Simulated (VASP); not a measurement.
Write the native input for VASP 6.6.1 that does the following.

```
Task                   : single point
Functional             : PBE
Potentials or basis    : VASP PAW PBE potentials, release 64 (Rh_pv)
Cutoff                 : 520 eV
k mesh                 : 18 × 18 × 4
Occupations            : gaussian, width 0.1 eV
Spin                   : no spin polarisation
Dipole correction      : no
Further INCAR settings : ALGO = Fast; EDIFF = 1e-06; NBANDS = 54
```

The structure of Rh lies in POSCAR:

```
Rh
1.0
    2.7093351104      0.0000000000      0.0000000000
   -1.3546675552      2.3463530330      0.0000000000
    0.0000000000      0.0000000000     13.2712056772
Rh
6
Direct
    0.0000000000      0.0000000000      0.0000000000
    0.3333333333      0.6666666667      0.1672708509
    0.6666666667      0.3333333333      0.3327291491
    0.0000000000      0.0000000000      0.5000000000
    0.6666666667      0.3333333333      0.6672708509
    0.3333333333      0.6666666667      0.8327291491
```

One way to write it, as run:

INCAR

```
SYSTEM = Rh
ALGO = Fast
EDIFF = 1E-6
ENCUT = 520
GGA = PE
ISIF = 2
ISMEAR = 0
LASPH = .TRUE.
LCHARG = .FALSE.
LREAL = .FALSE.
LWAVE = .FALSE.
NBANDS = 54
NELM = 80
PREC = Accurate
SIGMA = 0.1
```

KPOINTS

```
k-points
0
G
  18 18 4
  0 0 0
```

Potentials or basis: VASP PAW PBE potentials, release 64 (Rh_pv).

Launch:

```bash
$ cat potpaw_PBE.64/Rh_pv/POTCAR > POTCAR
$ mpirun -np 1 vasp_std > vasp.out
```

It gave:

```
Pressure               : 0.1 GPa
Band gap on the k mesh : zero (band 45 reaches 12.17 eV, above the bottom of band 46 at 10.10 eV)
```

It took 10 min on 1 thread of Oxide Virtual Turin-like Processor (shared host), peak memory 0.4 GiB.
